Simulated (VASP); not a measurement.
# Cu (Fm-3m) in VASP: notebook, part 2 of 2

VASP 6.6.1.

## 4. Relaxation of cell and atoms, LDA

INCAR

```
PREC = Accurate ; ENCUT = 600
EDIFF = 1E-6 ; ISMEAR = -1
SIGMA = 0.15 ; LREAL = F
LASPH = T ; NELM = 60
ALGO = Normal ; ISIF = 3
LWAVE = F ; LCHARG = F
IBRION = 2 ; NSW = 80
EDIFFG = -0.001
```

KPOINTS

```
Automatic mesh
0
Gamma
  20 20 20
```

POSCAR

```
Cu
1.0
    0.0000000000      1.7589767723      1.7589767723
    1.7589767723      0.0000000000      1.7589767723
    1.7589767723      1.7589767723      0.0000000000
Cu
1
Direct
    0.0000000000      0.0000000000      0.0000000000
```

Started as:

```console
$ cat potpaw_LDA.64/Cu/POTCAR > POTCAR
$ mpirun -np 1 vasp_std > vasp.out
```

Wall time 98 s (1 thread of Intel Xeon Platinum 8175M at 2.50GHz (Skylake/Cascade Lake), shared host); peak memory 0.15 GiB.

Results (log left out):

* Free energy: -4.7187 eV
* Relaxed volume: 10.94 Å³/atom
* Relaxed cell: a = 2.492 Å, b = 2.492 Å, c = 2.492 Å, α = 60.00°, β = 60.00°, γ = 60.00°
* Space group after relaxing (to 0.05 Å): Fm-3m (No. 225)
* Energy gained by relaxing: 0.2 meV/atom
* Ionic steps: 10
* Pressure after relaxing: 0.0 GPa

The path:
```
step  energy change (eV)  largest force (eV/Å)  pressure (GPa)  volume (Å³)
   1              0.0000                0.0000            1.04        10.88
   2             -0.0001                0.0000           -0.65        11.00
   3             -0.0002                0.0000           -0.02        10.94
   4             -0.0002                0.0000            0.08        10.94
   5             -0.0002                0.0000            0.04        10.94
   6             -0.0002                0.0000           -0.58        10.94
   7             -0.0002                0.0000            0.58        10.94
   8             -0.0002                0.0000           -0.21        10.94
   9             -0.0002                0.0000            0.11        10.94
  10             -0.0002                0.0000            0.00        10.94
```

Final structure:
```
Cu
1.0
     0.00000    1.76210    1.76210
     1.76210    0.00000    1.76210
     1.76210    1.76210    0.00000
Cu
1
Cartesian
  0.0000 0.0000 0.0000
```

Levels at points of the mesh, in eV from the Fermi level:
| k point | band 3 | band 4 | band 5 | band 6 | band 7 | band 8 | band 9 |
| --- | --- | --- | --- | --- | --- | --- | --- |
| (0.00, 0.00, 0.00) | -3.34 | -3.34 | -2.39 | -2.39 | 23.27 | 26.35 | 26.35 |
| (0.50, 0.00, 0.00) | -3.37 | -1.76 | -1.76 | -1.22 | 4.11 | 21.75 | 23.11 |
| (0.50, 0.50, 0.00) | -1.77 | -1.60 | -1.60 | 1.41 | 7.65 | 13.59 | 13.59 |

## 5. Relaxation of cell and atoms, LDA

INCAR

```
SYSTEM = Cu
  PREC = Accurate
  ENCUT = 600
  EDIFF = 1E-6
  ISMEAR = 0
  SIGMA = 0.1
  LREAL = .FALSE.
  LASPH = .TRUE.
  NELM = 60
  ALGO = Normal
  ISIF = 3
  LWAVE = .FALSE.
  LCHARG = .FALSE.
  GGA = CA
  IBRION = 2
  NSW = 100
  EDIFFG = -0.002
```

KPOINTS

```
Automatic mesh
0
G
  20 20 20
  0 0 0
```

POSCAR

```
Cu
1.0
    0.0000000000      1.7598111923      1.7598111923
    1.7598111923      0.0000000000      1.7598111923
    1.7598111923      1.7598111923      0.0000000000
Cu
1
Direct
    0.0000000000      0.0000000000      0.0000000000
```

Started as:

```console
$ cat potpaw_LDA.64/Cu/POTCAR > POTCAR
$ mpirun -np 1 vasp_std > vasp.out
```

Run time: 56 s. Hardware: 1 thread of Intel Xeon Platinum 8175M at 2.50GHz (Skylake/Cascade Lake), shared host; peak memory 0.15 GiB.

It converged, with:

```
Free energy                            : -4.7092 eV
Relaxed volume                         : 10.94 Å³/atom
Relaxed cell                           : a = 2.492 Å, b = 2.492 Å, c = 2.492 Å, α = 60.00°, β = 60.00°, γ = 60.00°
Space group after relaxing (to 0.05 Å) : Fm-3m (No. 225)
Energy gained by relaxing              : 0.1 meV/atom
Ionic steps                            : 3
Pressure after relaxing                : 0.0 GPa
```

Final structure:
```
Cu
1.0
     0.00000    1.76191    1.76191
     1.76191    0.00000    1.76191
     1.76191    1.76191    0.00000
Cu
1
Direct
  0.00000 0.00000 0.00000
```

Levels at points of the mesh, in eV from the Fermi level:
```tsv
k point	band 4	band 5	band 6	band 7	band 8	band 9
(0.00, 0.00, 0.00)	-3.29	-2.35	-2.35	23.31	26.39	26.39
(0.50, 0.00, 0.00)	-1.71	-1.71	-1.18	4.15	21.79	23.15
(0.50, 0.50, 0.00)	-1.55	-1.55	1.46	7.69	13.63	13.63
```

## 6. Single point, LDA

INCAR

```
SYSTEM = Cu
PREC     = Accurate       ! precision mode
ENCUT    = 700            ! plane-wave cutoff, eV
EDIFF    = 1E-6           ! SCF threshold, eV
ISMEAR   = 0              ! smearing method
SIGMA    = 0.1            ! smearing width, eV
LREAL    = .FALSE.        ! projectors in reciprocal space
LASPH    = .TRUE.         ! aspherical terms in the spheres
NELM     = 120            ! most SCF steps
ALGO     = Normal         ! electronic algorithm
ISIF     = 2              ! what is computed and relaxed
LWAVE    = .FALSE.        ! write WAVECAR
LCHARG   = .FALSE.        ! write CHGCAR
NBANDS   = 16             ! bands
GGA_COMPAT= .FALSE.
```

KPOINTS

```
regular mesh
0
G
  10 10 10
  0 0 0
```

POSCAR is that of step 5.

Potentials or basis: VASP PAW LDA potentials, release 64 (Cu_sv_GW).

Started as:

```console
$ cat potpaw_LDA.64/Cu_sv_GW/POTCAR > POTCAR
$ mpirun -np 1 vasp_std > vasp.out
```

Run time: 5.5 s. Hardware: 1 thread of Intel Xeon 6975P-C (Granite Rapids), shared host; peak memory 0.14 GiB.

Results (log left out):

```yaml
Free_energy: -4.8416 eV
Pressure: -4.3 GPa
```

Levels at points of the mesh, in eV from the Fermi level:
```
           k point  band 7  band 8  band 9  band 10  band 11  band 12  band 13  band 14
(0.00, 0.00, 0.00)   -3.20   -3.20   -2.24    -2.24    23.46    26.54    26.54    26.54
(0.50, 0.00, 0.00)   -3.23   -1.59   -1.59    -1.15     4.26    21.92    23.28    23.28
(0.50, 0.50, 0.00)   -1.60   -1.43   -1.43     1.50     7.80    13.72    13.72    18.60
```

## 7. Relaxation of cell and atoms, LDA

This run uses another cell than the first one, of 12.16 Å³/atom, 1.117 times its volume.

INCAR

```
SYSTEM = Cu
PREC = Accurate
ENCUT = 700
EDIFF = 1E-7
ISMEAR = 0
SIGMA = 0.1
LREAL = .False.
LASPH = .True.
NELM = 120
ALGO = Normal
ISIF = 3
LWAVE = .False.
LCHARG = .False.
IBRION = 2
NSW = 100
EDIFFG = -0.05
GGA_COMPAT = .False.
NELMIN = 4
```

KPOINTS

```
regular mesh
0
Gamma
  10 10 10
  0 0 0
```

POSCAR

```
Cu
1.0
    0.0000000000      1.8250000000      1.8250000000
    1.8250000000      0.0000000000      1.8250000000
    1.8250000000      1.8250000000      0.0000000000
Cu
1
Direct
    0.0000000000      0.0000000000      0.0000000000
```

Potentials or basis: VASP PAW LDA potentials, release 64 (Cu_sv_GW).

Started as:

```console
$ cat potpaw_LDA.64/Cu_sv_GW/POTCAR > POTCAR
$ mpirun -np 1 vasp_std > vasp.out
```

OUTCAR:

```text
SYSTEM = Cu
   PREC = Accurate
   ENCUT = 700
   EDIFF = 1E-7
   ISMEAR = 0
   LREAL = .False.
   LASPH = .True.
   NELM = 120
   ISIF = 3
   IBRION = 2
   NSW = 100
   EDIFFG = -0.05
   NELMIN = 4

 ion  position               nearest neighbor table
   1  0.000  0.000  0.000-

  LATTYP: Found a face centered cubic cell.
 ALAT       =     3.6500000000

  Lattice vectors:

 A1 = (   0.0000000000,   1.8250000000,   1.8250000000)
 A2 = (   1.8250000000,   0.0000000000,   1.8250000000)
 A3 = (   1.8250000000,   1.8250000000,   0.0000000000)

Analysis of symmetry for initial positions (statically):
=====================================================================
 Subroutine PRICEL returns:
 Original cell was already a primitive cell.

 Routine SETGRP: Setting up the symmetry group for a
 face centered cubic supercell.

 Subroutine GETGRP returns: Found 48 space group operations
 (whereof 48 operations were pure point group operations)
 out of a pool of 48 trial point group operations.

The static configuration has the point symmetry O_h .

[... 167 lines left out ...]
  -------------------------------------------------------------------------------------
  Total       -1.5044213     -1.5044213     -1.5044213      0.0000000      0.0000000     -0.0000000
  in kB     -198.2720324   -198.2720324   -198.2720324      0.0000000      0.0000000     -0.0000000
  external PRESSURE =    -198.2720324 kB  Pullay stress =       0.0000000 kB
[... 57 lines left out ...]
--------------------------------------- Ionic step        3  -------------------------------------------

 number of electron      19.0000004 magnetization

 Free energy of the ion-electron system (eV)
  ---------------------------------------------------
  ext. energy  EPLUGINS =         0.00000000
  ---------------------------------------------------
  free energy    TOTEN  =        -4.87820005 eV

  energy without entropy =       -4.87463564  energy(sigma->0) =       -4.87641785

 E-fermi :   8.2884     XC(G=0): -14.4456

 val. band max:        8.2282810445   @ k =  -0.2000   0.3000   0.1000
 cond. band min:       8.5556826041   @ k =   0.5000   0.3000   0.1000
 fundamental gap:      0.3274015596
 Fermi energy:         8.2884129158

 k-point     1 :       0.0000    0.0000    0.0000
  band No.  band energies     occupation
      1    -103.3393      2.00000
      2     -61.2148      2.00000
      3     -61.2148      2.00000
      4     -61.2148      2.00000
      5      -1.7393      2.00000
      6       5.0409      2.00000
      7       5.0409      2.00000
      8       5.0409      2.00000
      9       6.0229      2.00000
     10       6.0229      2.00000
     11      31.8517      0.00000
     12      35.0462      0.00000
     13      35.0462      0.00000
[... 354 lines left out ...]
  band No.  band energies     occupation
      1    -103.3134      2.00000
      2     -61.3359      2.00000
      3     -61.2653      2.00000
      4     -61.2601      2.00000
      5       2.8191      2.00000
      6       3.7897      2.00000
      7       5.6432      2.00000
      8       6.1755      2.00000
      9       6.6515      2.00000
     10       7.2766      2.00000
     11      21.2250      0.00000
     12      22.1995      0.00000
     13      24.1454      0.00000

 [... further k-points ...]
[... 5 lines left out ...]
  --------------------------------------------------------------------------------------
  -------------------------------------------------------------------------------------
  Total       -0.0258342     -0.0258342     -0.0258342      0.0000000      0.0000000      0.0000000
  in kB       -3.8496347     -3.8496347     -3.8496347      0.0000000      0.0000000      0.0000000
  external PRESSURE =      -3.8496347 kB  Pullay stress =       0.0000000 kB
[... 16 lines left out ...]
  FREE ENERGIE OF THE ION-ELECTRON SYSTEM (eV)
  ---------------------------------------------------
  free  energy   TOTEN  =        -4.8782000545 eV

  energy  without entropy=       -4.8746356381  energy(sigma->0) =       -4.87641785

 reached required accuracy - stopping structural energy minimisation
```

OSZICAR:

```text
N       E                     dE             d eps       ncg     rms          rms(c)
DAV:   1     0.254862789384E+03    0.25486E+03   -0.14168E+04  1592   0.539E+03
DAV:   2     0.559679717819E+01   -0.24927E+03   -0.23819E+03  1862   0.113E+03
DAV:   3    -0.554786981052E+01   -0.11145E+02   -0.10984E+02  1909   0.250E+02
DAV:   4    -0.569805025511E+01   -0.15018E+00   -0.14914E+00  1570   0.208E+01
[... 27 lines left out ...]
DAV:   6    -0.487836810178E+01    0.53103E-02   -0.51280E-03  2063   0.433E+00    0.922E-02
DAV:   7    -0.487828673680E+01    0.81365E-04   -0.42593E-04  2068   0.769E-01    0.637E-02
DAV:   8    -0.487820680351E+01    0.79933E-04   -0.46663E-05  2053   0.335E-01    0.159E-02
DAV:   9    -0.487820012687E+01    0.66766E-05   -0.51613E-06  2048   0.785E-02    0.137E-03
DAV:  10    -0.487820005454E+01    0.72328E-07   -0.14098E-08   686   0.622E-03
   3 F= -.48782001E+01 E0= -.48764178E+01  d E =-.100237E+00
```

CONTCAR:

```text
Cu
   1.00000000000000
     0.0000000000000000    1.7518040344643777    1.7518040344643779
     1.7518040344643777    0.0000000000000000    1.7518040344643779
     1.7518040344643777    1.7518040344643777    0.0000000000000000
  Cu
     1
Direct
     0.0000000000000000    0.0000000000000000    0.0000000000000000

  0.00000000E+00  0.00000000E+00  0.00000000E+00
```

Run time: 20 s. Hardware: 1 thread of AMD EPYC 9R45 (Zen 5), shared host; peak memory 0.12 GiB.

What came out:

* Free energy: -4.8782 eV
* Relaxed volume: 10.75 Å³/atom
* Relaxed cell: a = 2.477 Å, b = 2.477 Å, c = 2.477 Å, α = 60.00°, β = 60.00°, γ = 60.00°
* Space group after relaxing (to 0.05 Å): Fm-3m (No. 225)
* Energy gained by relaxing: 100.2 meV/atom
* Ionic steps: 3
* Pressure after relaxing: -0.4 GPa

Step by step:
```tsv
step	energy change (eV)	largest force (eV/Å)	pressure (GPa)	volume (Å³)
1	0.0000	0.0000	-19.83	12.16
2	-0.0178	0.0000	28.09	9.70
3	-0.1002	0.0000	-0.38	10.75
```

Final structure:
```
CELL_PARAMETERS angstrom
0.00000 1.75180 1.75180
1.75180 0.00000 1.75180
1.75180 1.75180 0.00000
ATOMIC_POSITIONS crystal
Cu 0.00000 0.00000 0.00000
```

Caveat: the volume moved by -12 % from the deposited cell, more than functionals usually miss. LDA usually gives volumes a few per cent too small.

## 8. Overview

```csv
task,potentials or basis,cell,k mesh,cutoff (eV),smearing,second run,gap on the mesh (eV),pressure (GPa),relaxed volume (Å³/atom)
single point,"VASP PAW LDA potentials, release 64 (Cu)","a = 2.488 Å, angles 60.0°, 1 atom",20 × 20 × 20,520,gaussian 0.1 eV,-,none,0.9,-
single point,"VASP PAW LDA potentials, release 64 (Cu)","a = 2.488 Å, angles 60.0°, 1 atom",20 × 20 × 20,520,fermi-dirac 0.15 eV,-,none,0.9,-
relaxation of cell and atoms,"VASP PAW LDA potentials, release 64 (Cu)","relaxed from a = 2.488 Å, angles 60.0°, 1 atom",20 × 20 × 20,600,fermi-dirac 0.15 eV,-,none,0.0,10.94
relaxation of cell and atoms,"VASP PAW LDA potentials, release 64 (Cu)","relaxed from a = 2.489 Å, angles 60.0°, 1 atom",20 × 20 × 20,600,gaussian 0.1 eV,-,none,0.0,10.94
single point,"VASP PAW LDA potentials, release 64 (Cu_sv_GW)","a = 2.489 Å, angles 60.0°, 1 atom",10 × 10 × 10,700,gaussian 0.1 eV,valence_matched,none,-4.3,-
relaxation of cell and atoms,"VASP PAW LDA potentials, release 64 (Cu_sv_GW)","relaxed from a = 2.581 Å, angles 60.0°, 1 atom",10 × 10 × 10,700,gaussian 0.1 eV,valence_matched,none,-0.4,10.75
```

Alike in all rows: level LDA; no spin polarisation.

Caveats: the volume moved by -12 % from the deposited cell, more than functionals usually miss (some runs).

Total energies depend on the potentials used, so only differences within one code and one set of settings carry meaning.
